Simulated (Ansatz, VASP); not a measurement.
Al in VASP and in Ansatz

```
CELL_PARAMETERS angstrom
-1.63100 1.63100 1.55144
1.63100 -1.63100 1.55144
1.63100 1.63100 -1.55144
ATOMIC_POSITIONS crystal
Al 0.00000 0.00000 0.00000
```

Change from the starting cell: strain +0.025 along x and y, -0.025 along z, atoms carried along.

Alike in both runs: task single point; functional LDA; k mesh 20 × 20 × 20; occupations gaussian, width 0.15 eV; no spin polarisation.

```csv
,VASP,Ansatz
version,VASP 6.6.1,Ansatz 0.2.0
potentials or method,"VASP PAW LDA potentials, release 64 (Al), cutoff 520 eV","scalar-relativistic, plane waves, PAW"
valence electrons in the cell,3,3
```

|  | VASP | Ansatz | Ansatz less VASP |
| --- | --- | --- | --- |
| gap on the k mesh at the Fermi level (eV) | none | none | - |
| pressure (GPa) | -1.3 | -1.4 | -0.06 |
| traceless stress, the component that is largest in VASP (GPa) | -1.29 | -1.28 | +0.008 |

LDA's correlation is that of Perdew and Zunger in VASP and of Perdew and Wang (1992) in Ansatz. A gap of «none» marks a metal or a gap that the smearing closes.
